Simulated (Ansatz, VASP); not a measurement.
**CdI2: VASP beside Ansatz**

INCAR

```
PREC = Accurate
ENCUT = 500
EDIFF = 1E-6
ISMEAR = 0
SIGMA = 0.1
LREAL = False
LASPH = True
NELM = 120
ALGO = Normal
ISIF = 2
LWAVE = False
LCHARG = False
GGA = PS
NBANDS = 20
GGA_COMPAT = False
```

The input KPOINTS:

```
Automatic mesh
0
Gamma
  6 6 2
```

Contents of POSCAR:

```
CdI2
1.0
    4.2910112908      0.0000000000      0.0000000000
   -2.1455056454      3.7161247857      0.0000000000
    0.0000000000      0.0000000000      7.3035834400
Cd I
1 2
Direct
    0.0000000000      0.0000000000      0.0000000000
    0.3333333333      0.6666666667      0.2357908500
    0.6666666667      0.3333333333      0.7642091500
```

Input for Ansatz:

```yaml
crystal:
  lattice:
    - [4.2910112908, 0.0, 0.0]
    - [-2.1455056454, 3.7161247857, 0.0]
    - [0.0, 0.0, 7.30358344]
  atoms:
    - { symbol: Cd, position: [0.0, 0.0, 0.0] }
    - { symbol: I, position: [0.3333333333, 0.6666666667, 0.23579085] }
    - { symbol: I, position: [0.6666666667, 0.3333333333, 0.76420915] }
basis:
  ecutwfc: 420
kpoints:
  mp_grid: { grid: [6, 6, 2] }
hamiltonian:
  xc: pbesol
scf:
  occupations: { method: gaussian, width: 0.1 }
output:
  forces: true
  stress: true
  eigenvalues: true
```

Alike in both runs: task single point; functional PBEsol; k mesh 6 × 6 × 2; occupations gaussian, width 0.1 eV; no spin polarisation.

|  | VASP | Ansatz |
| --- | --- | --- |
| version | VASP 6.6.1 | Ansatz 0.2.0 |
| potentials or method | VASP PAW PBE potentials, release 64 (Cd, I), cutoff 500 eV | scalar-relativistic, plane waves, PAW |
| valence electrons in the cell | 26 | 54 |

VASP gave:

| Item | Value |
| --- | --- |
| gap on the k mesh at the Fermi level (eV) | 2.32 |
| least direct gap on the mesh (eV) | 2.43 |
| pressure (GPa) | -1.3 |
| traceless stress, the component that is largest in VASP (GPa) | 0.06 |
| rms of the force components (eV/Å) | 0.090 |

Q: Which values does Ansatz return?

A: gap on the k mesh at the Fermi level (eV): 2.33; least direct gap on the mesh (eV): 2.44; pressure (GPa): -1.4; traceless stress, the component that is largest in VASP (GPa): 0.07; rms of the force components (eV/Å): 0.101.

VASP's potentials were made for PBE, not for PBEsol. Atom by atom the forces differ by 0.010 eV/Å (rms over components). VASP's potentials hold 26 valence electrons a cell and Ansatz's 54, so a difference there can come from the potentials and not from the codes.

The k mesh is coarse, so the values compare programs but aren't converged. Spin-orbit coupling is off throughout.
